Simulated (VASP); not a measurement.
Crystal: Hg2S.

```
Hg S
1.0
     0.00000    4.56411    4.56411
     4.56411    0.00000    4.56411
     4.56411    4.56411    0.00000
Hg S
4 2
Direct
  0.12950 0.12950 0.12950
  0.12950 0.12950 0.61149
  0.12950 0.61149 0.12950
  0.61149 0.12950 0.12950
  0.50000 0.50000 0.50000
  0.00000 0.00000 0.00000
```

The cell was generated, and may not be a known phase.

* Program: VASP 6.6.1
* Task: relaxation of cell and atoms
* Functional: PBE
* Potentials or basis: VASP PAW PBE potentials, release 64 (Hg, S)
* Cutoff: 600 eV
* k mesh: 4 × 4 × 4
* Occupations: gaussian, width 0.1 eV
* Spin: no spin polarisation

At the start: pressure 17.0 GPa; volume 31.69 Å³/atom.

How do energy, volume and symmetry change on relaxing?

Over 6 steps the energy falls by 982.7 meV/atom and the volume is 40.55 Å³/atom (+28.0 %); space group F-43m (No. 216, to 0.1 Å) before and after.

The path:
```tsv
step	energy change (eV)	largest force (eV/Å)	pressure (GPa)	volume (Å³)
1	0.0000	9.5266	16.99	190.15
2	-4.2902	3.1256	-0.13	298.46
3	-5.8908	0.2306	0.10	243.90
4	-5.8935	0.1450	0.17	242.73
5	-5.8940	0.0595	0.25	241.60
6	-5.8962	0.0140	0.11	243.32
```

Final structure:
```yaml
crystal:
  lattice:
    - [0.00000, 4.95508, 4.95508]
    - [4.95508, 0.00000, 4.95508]
    - [4.95508, 4.95508, 0.00000]
  atoms:
    - { symbol: Hg, position: [0.14613, 0.14613, 0.14613] }
    - { symbol: Hg, position: [0.14613, 0.14613, 0.56162] }
    - { symbol: Hg, position: [0.14613, 0.56162, 0.14613] }
    - { symbol: Hg, position: [0.56162, 0.14613, 0.14613] }
    - { symbol: S, position: [0.50000, 0.50000, 0.50000] }
    - { symbol: S, position: [0.00000, 0.00000, 0.00000] }
```

Caveat: the volume moved by over 15 % at a fixed basis, so the end points are rough.
